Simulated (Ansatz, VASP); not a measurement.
## Zn3S5: VASP beside Ansatz

```xyz
8
Lattice="3.8028 0.0000 0.0000 -1.9014 3.2934 0.0000 0.0000 0.0000 11.9645" Properties=species:S:1:pos:R:3 pbc="T T T"
Zn    1.9014    1.0978   10.4719
Zn    0.0000    2.1956    1.4925
Zn    0.0000    0.0000    5.9822
S     0.0000    0.0000    0.0000
S     1.9014    1.0978    2.6479
S     1.9014    1.0978    4.7545
S     0.0000    2.1956    9.3165
S     0.0000    2.1956    7.2100
```

Alike in both runs: functional PBE; k mesh 12 × 12 × 4; occupations gaussian, width 0.1 eV; no spin polarisation.

Ansatz relaxed the structure, and its values are those at the end. VASP's run is a single point on that final structure, the one shown.

|  | VASP | Ansatz |
| --- | --- | --- |
| version | VASP 6.6.1 | Ansatz 0.2.0 |
| potentials or method | VASP PAW PBE potentials, release 64 (Zn, S), cutoff 520 eV | scalar-relativistic, plane waves, PAW |
| valence electrons in the cell | 66 | 66 |

```csv
,VASP,Ansatz,Ansatz less VASP
gap on the k mesh at the Fermi level (eV),none,none,-
pressure (GPa),0.0,0.0,+0.02
rms of the force components (eV/Å),0.045,0.000,-0.0444
```

A gap of «none» marks a metal or a gap that the smearing closes.
